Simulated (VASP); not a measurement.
**Mg2O5 (cubic X2O5 type): single point with PBE**

Crystal: Mg2O5 (cubic X2O5 type).

```xyz
14
Lattice="5.2470 0.0000 0.0000 0.0000 5.2470 0.0000 0.0000 0.0000 5.2470" Properties=species:S:1:pos:R:3 pbc="T T T"
Mg    0.0000    0.0000    0.0000
Mg    2.6235    2.6235    0.0000
Mg    2.6235    0.0000    2.6235
Mg    0.0000    2.6235    2.6235
O     2.6235    0.0000    0.0000
O     0.0000    2.6235    0.0000
O     0.0000    0.0000    2.6235
O     2.6235    2.6235    2.6235
O     3.9352    3.9352    1.3117
O     3.9352    1.3117    3.9352
O     1.3117    3.9352    3.9352
O     3.9352    1.3117    1.3117
O     1.3117    3.9352    1.3117
O     1.3117    1.3117    3.9352
```

| Quantity | Value |
| --- | --- |
| Program | VASP 6.6.1 |
| Task | single point |
| Functional | PBE |
| Potentials or basis | VASP PAW PBE potentials, release 64 (Mg, O) |
| Cutoff | 520 eV |
| k mesh | 7 × 7 × 7 |
| Occupations | fermi-dirac, width 0.0612256 eV |
| Spin | no spin polarisation |
| Dipole correction | no |
| Further INCAR settings | ALGO = Normal; EDIFF = 1e-06; NBANDS = 47 |

```json
{
  "Pressure": "-4.9 GPa",
  "Band gap on the k mesh": "zero (band 34 reaches 2.65 eV, above the bottom of band 35 at 2.42 eV)"
}
```

Levels at points of the mesh, in eV from the Fermi level:
```tsv
k point	band 31	band 32	band 33	band 34	band 35	band 36	band 37	band 38
(0.00, 0.00, 0.00)	-0.53	-0.08	-0.08	-0.08	0.28	0.28	0.28	0.37
```

It took 120 s on 1 thread of Intel(R) Xeon(R) Platinum 8259CL CPU @ 2.50GHz (Skylake/Cascade Lake), with other jobs on the host, peak memory 0.29 GiB.
